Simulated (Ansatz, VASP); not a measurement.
RbTi: VASP beside Ansatz

The input INCAR:

```
SYSTEM = RbTi
PREC = Accurate
ENCUT = 520
EDIFF = 1E-8
ISMEAR = -1
SIGMA = 0.03
LREAL = .False.
LASPH = .True.
NELM = 80
ALGO = Normal
ISIF = 2
LWAVE = .False.
LCHARG = .False.
GGA = PS
LEFG = .True.
NBANDS = 18
```

The input KPOINTS:

```
Automatic mesh
0
Gamma
  10 10 10
  0 0 0
```

Contents of POSCAR:

```
RbTi
1.0
    4.0063785807      0.0000000000      0.0000000000
    0.0000000000      4.0063785807      0.0000000000
    0.0000000000      0.0000000000      4.0063785807
Rb Ti
1 1
Direct
    0.0000000000      0.0000000000      0.0000000000
    0.5000000000      0.5000000000      0.5074880592
```

Input for Ansatz:

```yaml
crystal:
  lattice:
    - [4.0063785807, 0.0, 0.0]
    - [0.0, 4.0063785807, 0.0]
    - [0.0, 0.0, 4.0063785807]
  atoms:
    - { symbol: Rb, position: [0.0, 0.0, 0.0] }
    - { symbol: Ti, position: [0.5, 0.5, 0.5074880592] }
kpoints:
  mp_grid: { grid: [10, 10, 10] }
scf:
  occupations: { method: fermi_dirac, width: 0.03 }
hamiltonian:
  xc: pbesol
  pseudopotentials: { kind: paw }
output:
  forces: true
  stress: true
  eigenvalues: true
  efg: { contact_densities: true }
```

Alike in both runs: task electric field gradients; functional PBEsol; k mesh 10 × 10 × 10; occupations fermi-dirac, width 0.03 eV; no spin polarisation.

|  | VASP | Ansatz |
| --- | --- | --- |
| version | VASP 6.6.1 | Ansatz 0.2.0 |
| potentials or method | VASP PAW PBE potentials, release 64 (Rb_sv, Ti_sv) | PAW with Ansatz's default frozen-core files, scalar-relativistic |
| plane-wave cutoff (eV) | 520 | 420 |
| valence electrons in the cell | 21 | 21 |

Ansatz gave:

- pressure (GPa): 0.0
- rms of the force components (eV/Å): 0.032

**Question.** Which values does VASP return?

**Answer.** Pressure (GPa): 0.1; rms of the force components (eV/Å): 0.032.

VASP's potentials were made for PBE, not for PBEsol. Atom by atom the forces differ by 0.000 eV/Å (rms over components).
